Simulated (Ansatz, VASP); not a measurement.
**Ba: VASP beside Ansatz**

Contents of INCAR:

```
ALGO = Normal
EDIFF = 1E-6
ENCUT = 520
GGA = PE
ISIF = 2
ISMEAR = 1
LASPH = T
LCHARG = F
LREAL = F
LWAVE = F
NBANDS = 11
NELM = 60
PREC = Accurate
SIGMA = 0.3
```

KPOINTS

```
k-points
0
Gamma
  9 9 9
```

POSCAR

```
Ba
1.0
   -2.5124914082      2.5124914082      2.5124914082
    2.5124914082     -2.5124914082      2.5124914082
    2.5124914082      2.5124914082     -2.5124914082
Ba
1
Direct
    0.0000000000      0.0000000000      0.0000000000
```

Input for Ansatz:

```yaml
crystal:
  lattice:
    - [-2.5124914082, 2.5124914082, 2.5124914082]
    - [2.5124914082, -2.5124914082, 2.5124914082]
    - [2.5124914082, 2.5124914082, -2.5124914082]
  atoms:
    - { symbol: Ba, position: [0.0, 0.0, 0.0] }
hamiltonian:
  xc: pbe
  pseudopotentials:
    kind: paw
    azcp:
      Ba: "pseudopotentials/Ba.paw.azcp"
basis:
  ecutwfc: 420
  fft_grid_basis: typed
kpoints:
  mp_grid: { grid: [9, 9, 9], shift: [0, 0, 0] }
magnetization:
  spin_polarized: false
scf:
  occupations: { method: methfessel_paxton, width: 0.3 }
  lower_state_search: "off"
output:
  stress: true
```

Alike in both runs: task single point; functional PBE; k mesh 9 × 9 × 9; occupations methfessel-paxton of order 1, width 0.3 eV; no spin polarisation.

|  | VASP | Ansatz |
| --- | --- | --- |
| version | VASP 6.6.1 | Ansatz 0.2.0 |
| potentials or method | VASP PAW PBE potentials, release 64 (Ba_sv), cutoff 520 eV | plane waves (420 eV) with PAW, scalar-relativistic |
| valence electrons in the cell | 10 | 10 |

|  | VASP | Ansatz | Ansatz less VASP |
| --- | --- | --- | --- |
| pressure (GPa) | 0.0 | 0.0 | -0.05 |

With one functional, cell and mesh, what is left measures potentials, basis and numerics.

Spin-orbit coupling is off throughout.
